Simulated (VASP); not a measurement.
# Ru (P6_3/mmc) in VASP: a series of runs

The runs below take Ru through vibrations by perturbation theory, with LDA.

Everything below comes from runs of VASP 6.6.1. Logs are shortened: lines on timing, memory, paths and dates and some standing lists are left out, and cuts for length are marked.

## (1) The cell of the first run

Symmetry: P6_3/mmc, No. 194, hexagonal system. Conventional cell: a = 2.650 Å, b = 2.650 Å, c = 4.190 Å, α = 90.00°, β = 90.00°, γ = 120.00°. Ru (site symmetry -6m2) has 12 Ru at 2.59 to 2.65 Å within 3.4 Å.

## (2) Vibrations by perturbation theory, LDA

INCAR reads:

```
SYSTEM = Ru
  PREC = Accurate
  ENCUT = 520
  EDIFF = 1E-8
  ISMEAR = -1
  SIGMA = 0.15
  LREAL = .FALSE.
  LASPH = .TRUE.
  NELM = 100
  ALGO = Normal
  ISIF = 2
  LWAVE = .FALSE.
  LCHARG = .TRUE.
  IBRION = 8
  NSW = 1
```

KPOINTS reads:

```
regular mesh
0
G
  18 18 10
  0 0 0
```

POSCAR reads:

```
Ru
1.0
    2.6496082217      0.0000000000      0.0000000000
   -1.3248041108      2.2946280300      0.0000000000
    0.0000000000      0.0000000000      4.1901792921
Ru
2
Direct
    0.3333333333      0.6666666667      0.2500000000
    0.6666666667      0.3333333333      0.7500000000
```

Potentials or basis: VASP PAW LDA potentials, release 64 (Ru_pv).

Command:

```sh
> cat potpaw_LDA.64/Ru_pv/POTCAR > POTCAR
> mpirun -np 1 vasp_std > vasp.out
```

OUTCAR:

```text
SYSTEM = Ru
   PREC = Accurate
   ENCUT = 520
   EDIFF = 1E-8
   ISMEAR = -1
   LREAL = .FALSE.
   LASPH = .TRUE.
   NELM = 100
   ISIF = 2
   IBRION = 8
   NSW = 1

 ion  position               nearest neighbor table
   1  0.333  0.667  0.250-   2 2.59   2 2.59   2 2.59   2 2.59   2 2.59   2 2.59
   2  0.667  0.333  0.750-   1 2.59   1 2.59   1 2.59   1 2.59   1 2.59   1 2.59

  LATTYP: Found a hexagonal cell.
 ALAT       =     2.6496082217
 C/A-ratio  =     1.5814335334

  Lattice vectors:

 A1 = (   2.6496082217,   0.0000000000,   0.0000000000)
 A2 = (  -1.3248041108,   2.2946280300,   0.0000000000)
 A3 = (   0.0000000000,   0.0000000000,   4.1901792921)

Analysis of symmetry for initial positions (statically):
=====================================================================
 Subroutine PRICEL returns:
 Original cell was already a primitive cell.

 Routine SETGRP: Setting up the symmetry group for a
 hexagonal supercell.

 Subroutine GETGRP returns: Found 24 space group operations
 (whereof 12 operations were pure point group operations)
 out of a pool of 24 trial point group operations.

The static configuration has the point symmetry D_3d.
 The point group associated with its full space group is D_6h.

Analysis of symmetry for dynamics (positions and initial velocities):
=====================================================================
 Subroutine PRICEL returns:
 Original cell was already a primitive cell.

 Routine SETGRP: Setting up the symmetry group for a
 hexagonal supercell.

 Subroutine GETGRP returns: Found 24 space group operations
 (whereof 12 operations were pure point group operations)
 out of a pool of 24 trial point group operations.

The dynamic configuration has the point symmetry D_3d.
 The point group associated with its full space group is D_6h.

 Subroutine INISYM returns: Found 24 space group operations
 (whereof 12 operations are pure point group operations),
 and found     1 'primitive' translations

----------------------------------------------------------------------------------------

                                     Primitive cell

  volume of cell :      25.4757

  direct lattice vectors                    reciprocal lattice vectors
     2.649608222  0.000000000  0.000000000     0.377414288  0.217900241  0.000000000
    -1.324804111  2.294628030  0.000000000     0.000000000  0.435800481  0.000000000
     0.000000000  0.000000000  4.190179292     0.000000000  0.000000000  0.238653272

  length of vectors
     2.649608222  2.649608222  4.190179292     0.435800481  0.435800481  0.238653272

  position of ions in fractional coordinates (direct lattice)
     0.333333333  0.666666667  0.250000000
     0.666666667  0.333333333  0.750000000

  ion indices of the primitive-cell ions
   primitive index   ion index
                 1           1
                 2           2

----------------------------------------------------------------------------------------

 KPOINTS: regular mesh

Automatic generation of k-mesh.
 Grid dimensions read from file:
 generate k-points for:   18   18   10

 Generating k-lattice:

  Cartesian coordinates                     Fractional coordinates (reciprocal lattice)
     0.020967460  0.012105569  0.000000000     0.055555556 -0.000000000  0.000000000
     0.000000000  0.024211138  0.000000000     0.000000000  0.055555556  0.000000000
     0.000000000  0.000000000  0.023865327     0.000000000  0.000000000  0.100000000

  Length of vectors
     0.024211138  0.024211138  0.023865327

  Shift w.r.t. Gamma in fractional coordinates (k-lattice)
     0.000000000  0.000000000  0.000000000

 Subroutine IBZKPT returns following result:
 ===========================================

 Found    222 irreducible k-points:

 Following reciprocal coordinates:
            Coordinates               Weight
  0.000000  0.000000  0.000000      1.000000
  0.055556 -0.000000  0.000000      6.000000
  0.111111 -0.000000  0.000000      6.000000
  0.166667 -0.000000  0.000000      6.000000
  0.222222 -0.000000  0.000000      6.000000
  0.277778  0.000000  0.000000      6.000000
[... 16 lines left out ...]
  0.333333  0.111111  0.000000     12.000000
  0.388889  0.111111  0.000000     12.000000
 [... further k-points ...]
   k-points           NKPTS =    222   k-points in BZ     NKDIM =    222   number of bands    NBANDS=     18
   number of dos      NEDOS =    301   number of ions     NIONS =      2
   total plane-waves  NPLWV =  12800
   dimension x,y,z NGX =    20 NGY =   20 NGZ =   32
   dimension x,y,z NGXF=    40 NGYF=   40 NGZF=   64
   ions per type =               2
   NGX,Y,Z   is equivalent  to a cutoff of  12.55, 12.55, 12.70 a.u.
   NGXF,Y,Z  is equivalent  to a cutoff of  25.10, 25.10, 25.39 a.u.
 SYSTEM =  Ru
   PREC   = accura    normal or accurate (medium, high low for compatibility)
   ISTART =      0    job   : 0-new  1-cont  2-samecut
   ICHARG =      2    charge: 1-file 2-atom 10-const
   ISPIN  =      1    spin polarized calculation?
   LNONCOLLINEAR =      F non collinear calculations
   LSORBIT =      F    spin-orbit coupling
   LASPH  =      T    aspherical Exc in radial PAW
   ENCUT  =  520.0 eV  38.22 Ry    6.18 a.u.   4.93  4.93  7.79*2*pi/ulx,y,z
   NELM   =    100;   NELMIN=  2; NELMDL= -5     # of ELM steps
   EDIFF  = 0.1E-07   stopping-criterion for ELM
   LREAL  =      F    real-space projection
   EDIFFG = 0.1E-06   stopping-criterion for IOM
   NSW    =      1    number of steps for IOM
   IBRION =      8    ionic relax: 0-MD 1-quasi-New 2-CG
   NFREE  =      0    steps in history (QN), initial steepest desc. (CG)
   ISIF   =      2    stress and relaxation
   ISYM   =      2    0-nonsym 1-usesym 2-fastsym
   POTIM  = 0.5000    time-step for ionic-motion
   TEBEG  =    0.0;   TEEND  =   0.0 temperature during run
   PSTRESS=    0.0 pullay stress
   NELECT =      28.0000    total number of electrons
   NUPDOWN=      -1.0000    fix difference up-down
   EMIN   =  10.00;   EMAX   =-10.00  energy-range for DOS
   EFERMI =   0.00;   METHOD = LEGACY
   ISMEAR =    -1;   SIGMA  =   0.15  broadening in eV -4-tet -1-fermi 0-gaus
   EFERMI_NEDOS =   21; number of points for ismear=-14 and -15
   IALGO  =     38    algorithm
   IMIX   =      4    mixing-type and parameters
     AMIX     =   0.40;   BMIX     =  1.00
     AMIX_MAG =   1.60;   BMIX_MAG =  1.00
  volume/ion in A,a.u.               =      12.74        85.96
  Fermi-wavevector in a.u.,A,eV,Ry     =   1.689476  3.192646 38.835499  2.854329
  Thomas-Fermi vector in A             =   2.771596
   LORBIT       =      0    0 simple, 1 ext, 2 COOP (PROOUT), +10 PAW based schemes
   GGA     = CA    functional components
   LHFCALC =     F    Hartree Fock is set to
   AEXX    =    0.0000 exact exchange contribution
   IVDW    =     0    specifies the selected vdW correction
   LEPSILON=     F    determine dielectric tensor
   LRPA    =     F    only Hartree local field effects (RPA)
 non-spin polarized calculation
  energy-cutoff  :      520.00
  volume of cell :       25.48
 maximum number of plane-waves:       703
 NGX is ok and might be reduce to    20
   NGX =  9   NGY =  9   NGZ = 15

--------------------------------------- Ionic step        1  -------------------------------------------

 number of electron      27.9999993 magnetization

 Free energy of the ion-electron system (eV)
  ---------------------------------------------------
  ext. energy  EPLUGINS =         0.00000000
  ---------------------------------------------------
  free energy    TOTEN  =       -21.41858819 eV

  energy without entropy =      -21.30659700  energy(sigma->0) =      -21.36259259

 E-fermi :  13.9230     XC(G=0): -14.7749

 val. band max:       13.9225136477   @ k =   0.2222   0.1111   0.1000
 cond. band min:      13.9300929902   @ k =   0.0556  -0.0000   0.1000
 fundamental gap:      0.0075793425
 Fermi energy:        13.9229697557

 k-point     1 :       0.0000    0.0000    0.0000
  band No.  band energies     occupation
      1     -29.8201      2.00000
      2     -28.6489      2.00000
      3     -28.6489      2.00000
      4     -28.4380      2.00000
      5     -28.4380      2.00000
      6     -28.3867      2.00000
[... 481 lines left out ...]
      5     -28.7498      2.00000
      6     -28.6536      2.00000
[... 10 lines left out ...]
     17      18.0233      0.00000
     18      21.8619      0.00000

 [... further k-points ...]
[... 5 lines left out ...]
  --------------------------------------------------------------------------------------
  -------------------------------------------------------------------------------------
  Total        1.9255487      1.9255487      1.9454804      0.0000000      0.0000000     -0.0000000
  in kB      121.0984339    121.0984339    122.3519441      0.0000000      0.0000000     -0.0000000
  external PRESSURE =     121.5162706 kB  Pullay stress =       0.0000000 kB

 VOLUME and BASIS-vectors are now :
 -----------------------------------------------------------------------------
  energy-cutoff  :      520.00
  volume of cell :       25.48
      direct lattice vectors                 reciprocal lattice vectors
     2.649608222  0.000000000  0.000000000     0.377414288  0.217900241  0.000000000
    -1.324804111  2.294628030  0.000000000     0.000000000  0.435800481  0.000000000
     0.000000000  0.000000000  4.190179292     0.000000000  0.000000000  0.238653272

 POSITION                                       TOTAL-FORCE (eV/Angst)
 -----------------------------------------------------------------------------------
     -0.00000      1.52975      1.04754        -0.000000      0.000000      0.000000
      1.32480      0.76488      3.14263         0.000000     -0.000000      0.000000
 -----------------------------------------------------------------------------------
    total drift:                               -0.000000      0.000000     -0.000000

  FREE ENERGIE OF THE ION-ELECTRON SYSTEM (eV)
  ---------------------------------------------------
  free  energy   TOTEN  =       -21.4185881868 eV

  energy  without entropy=      -21.3065969982  energy(sigma->0) =      -21.36259259

[... ionic steps 2 to 3 ...]

--------------------------------------- Ionic step        4  -------------------------------------------

------------------------ aborting loop because EDIFF is reached ----------------------------------------

[... ionic steps 5 to 5 ...]

--------------------------------------- Ionic step        6  -------------------------------------------

 Free energy of the ion-electron system (eV)
  ---------------------------------------------------
  ---------------------------------------------------
  free energy    TOTEN  =        -0.73523006 eV

  energy without entropy =       -0.73523006

------------------------ aborting loop because EDIFF is reached ----------------------------------------

 INTERNAL STRAIN TENSOR  FOR ION    1  DIRECTION 3   (eV/Angst):
 -----------------------------------------------------------------------------
    -0.06391 -0.00000 -0.00000
    -0.00000 -0.06391  0.00000
     0.00000  0.00000  0.13510

 INTERNAL STRAIN TENSOR FOR ION    2 for displacements in x,y,z  (eV/Angst):
          X           Y           Z          XY          YZ          ZX
  --------------------------------------------------------------------------------
  x     0.00000    -0.00000    -0.00000     3.72515     0.00000     0.00000
  y     3.72515    -3.72515     0.00000    -0.00000     0.00000     0.00000
  z     0.00000    -0.00000     0.00000     0.00000    -0.00000     0.00000

 SECOND DERIVATIVES (NOT SYMMETRIZED)
 ------------------------------------
               1X          1Y          1Z          2X          2Y          2Z
  1X    -8.422275   -0.000000    0.000000    8.422275    0.000000    0.000000
  1Y    -0.000000   -8.422275    0.000000    0.000000    8.422275    0.000000
  1Z    -0.000000    0.000000  -16.030983    0.000000    0.000000   16.030983
  2X     8.422275    0.000000    0.000000   -8.422275   -0.000000    0.000000
  2Y     0.000000    8.422275    0.000000   -0.000000   -8.422275    0.000000
  2Z     0.000000    0.000000   16.030983   -0.000000    0.000000  -16.030983

 Eigenvectors and eigenvalues of the dynamical matrix
 ----------------------------------------------------

   1 f  =    8.805108 THz    55.324123 2PiTHz  293.706774 cm-1    36.414983 meV
             X         Y         Z           dx          dy          dz
     -0.000000  1.529752  1.047545    -0.000000    0.000000   -0.707107
      1.324804  0.764876  3.142634     0.000000    0.000000    0.707107
[... 11 lines left out ...]
   4 f  =    0.000000 THz     0.000000 2PiTHz    0.000001 cm-1     0.000000 meV
             X         Y         Z           dx          dy          dz
     -0.000000  1.529752  1.047545    -0.008355    0.128564   -0.695271
      1.324804  0.764876  3.142634    -0.008355    0.128564   -0.695271

   5 f/i=    0.000000 THz     0.000000 2PiTHz    0.000002 cm-1     0.000000 meV
             X         Y         Z           dx          dy          dz
     -0.000000  1.529752  1.047545    -0.706040    0.035762    0.015097
      1.324804  0.764876  3.142634    -0.706040    0.035762    0.015097

   6 f/i=    0.000000 THz     0.000001 2PiTHz    0.000003 cm-1     0.000000 meV
             X         Y         Z           dx          dy          dz
     -0.000000  1.529752  1.047545     0.037908    0.694401    0.127948
      1.324804  0.764876  3.142634     0.037908    0.694401    0.127948

--------------------------------------------------------------------------------------------------------

 ELASTIC MODULI CONTR FROM IONIC RELAXATION (kBar)
 Direction    XX          YY          ZZ          XY          YZ          ZX
 --------------------------------------------------------------------------------
 XX        -103.6195    103.6195     -0.0000     -0.0000      0.0000     -0.0000
 YY         103.6195   -103.6195      0.0000     -0.0000     -0.0000      0.0000
 ZZ          -0.0000      0.0000     -0.0000      0.0000      0.0000     -0.0000
 XY          -0.0000     -0.0000      0.0000   -103.6195      0.0000     -0.0000
 YZ           0.0000     -0.0000      0.0000      0.0000     -0.0000      0.0000
 ZX          -0.0000      0.0000     -0.0000     -0.0000      0.0000     -0.0000
 --------------------------------------------------------------------------------
```

Run time: 8.5 min. Hardware: 1 thread of Intel Xeon 6975P-C (Granite Rapids), shared host; peak memory 0.84 GiB.

Results:

```yaml
Highest_phonon_frequency_at_Γ: 294 cm⁻¹
```

Phonon frequencies in cm⁻¹ (negative: imaginary):
```tsv
q point	frequencies
(0.000, 0.000, 0.000)	0 0 0 213 213 294
```

Caveat: the cell wasn't relaxed at this level first, which shifts response properties.

(Continued in part 2 of 2.)
